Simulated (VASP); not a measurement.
Wanted: the native input for a VASP 6.6.1 run.

- Task: single point
- Functional: revPBE
- Potentials or basis: VASP PAW PBE potentials, release 64 (Te)
- Cutoff: 520 eV
- k mesh: 10 × 10 × 5
- Occupations: fermi-dirac, width 0.1 eV
- Spin: no spin polarisation
- Dipole correction: no
- Further INCAR settings: ALGO = Normal; EDIFF = 1e-06; NBANDS = 20

The structure of Te lies in POSCAR:

```
Te
1.0
    4.4066491179      0.0000000000      0.0000000000
   -2.2033245589      3.8162700817      0.0000000000
    0.0000000000      0.0000000000      8.5267599727
Te
4
Direct
    0.0000000000      1.0000000000      0.0000000000
    0.0000000000      1.0000000000      0.5000000000
    0.3333333333      0.6666666667      0.2500000000
    0.6666666667      0.3333333333      0.7500000000
```

This isn't the form of Te at room conditions, which is trigonal, of chains.

The input as run:

INCAR

```
PREC = Accurate
ENCUT = 520
EDIFF = 1E-6
ISMEAR = -1
SIGMA = 0.1
LREAL = False
LASPH = True
NELM = 80
ALGO = Normal
ISIF = 2
LWAVE = False
LCHARG = False
GGA = RE
NBANDS = 20
```

KPOINTS

```
Automatic mesh
0
Gamma
  10 10 5
```

Potentials or basis: VASP PAW PBE potentials, release 64 (Te).

Launch:

```sh
$ cat potpaw_PBE.64/Te/POTCAR > POTCAR
$ mpirun -np 1 vasp_std > vasp.out
```

It gave:

| Property | Result |
| --- | --- |
| Pressure | -2.9 GPa |
| Band gap on the k mesh | zero (bands 12 and 13 overlap by 1.63 eV) |

Caveat: the PAW data sets were made with another functional, which shifts forces and pressure a little; spin-orbit coupling is left out, which moves the levels of the heavy elements.

Run time: 66 s on 1 thread of Oxide Virtual Turin-like Processor (shared host), peak memory 0.27 GiB.
